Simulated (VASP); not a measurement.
Crystal: SiC.

```
Si C
1.0
     0.00000    2.17700    2.17700
     2.17700    0.00000    2.17700
     2.17700    2.17700    0.00000
Si C
1 1
Direct
  0.25000 0.25000 0.25000
  0.00000 0.00000 0.00000
```

Base run:

```yaml
Program: VASP 6.6.1
Functional: PBE
Potentials_or_basis: VASP PAW PBE potentials, release 64 (Si, C)
Cutoff: 600 eV
k_mesh: 9 × 9 × 9
Occupations: gaussian, width 0.01 eV
Spin: no spin polarisation
```

Its results: band gap on the k mesh 1.50 eV, indirect (least direct gap 4.62 eV); pressure 3.7 GPa.

Q: The run is repeated on the same cell with these changes: functional from PBE to r2SCAN; cutoff from 600 eV to 660 eV. What comes out?

A: Band gap on the k mesh 1.88 eV, indirect (least direct gap 5.15 eV); pressure 0.0 GPa.

r2SCAN gives the wider gap, since meta-GGAs in the generalised Kohn-Sham scheme recover part of the derivative discontinuity.

Caveats: the PAW data sets were made with another functional, which shifts forces and pressure a little (some runs).

A k mesh can miss the band edges.
